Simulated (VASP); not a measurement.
A run of VASP 6.6.1 is set up as follows.

Contents of INCAR:

```
ALGO = Normal
EDIFF = 1E-6
ENCUT = 520
GGA = PE
ISIF = 2
ISMEAR = 0
LASPH = True
LCHARG = False
LREAL = False
LWAVE = False
NBANDS = 22
NELM = 60
PREC = Accurate
SIGMA = 0.1
```

File KPOINTS:

```
k-points
0
Gamma
  6 6 6
```

Contents of POSCAR:

```
Y2F
1.0
   -1.6697827175      1.6697827175      6.2459237457
    1.6697827175     -1.6697827175      6.2459237457
    1.6697827175      1.6697827175     -6.2459237457
Y F
2 1
Direct
    0.6502107634      0.6502107634      0.0000000000
    0.3497892366      0.3497892366      0.0000000000
    0.0000000000      0.0000000000      0.0000000000
```

Potentials or basis: VASP PAW PBE potentials, release 64 (Y_sv, F).

Command:

```bash
$ cat potpaw_PBE.64/Y_sv/POTCAR potpaw_PBE.64/F/POTCAR > POTCAR
$ mpirun -np 1 vasp_std > vasp.out
```

Problem. Predict the largest force.

Solution. 0.028 eV/Å.

Problem. Estimate the pressure.

Solution. -0.2 GPa.

Forces in eV/Å, atoms in the order of the input:
```
Y    0.000  0.000  0.028
Y    0.000  0.000 -0.028
F    0.000  0.000  0.000
```

Caveat: the k points lie up to 0.44 Å⁻¹ apart; an odd number of electrons without spin polarisation forces a metal; a magnetic or distorted state may lie lower.
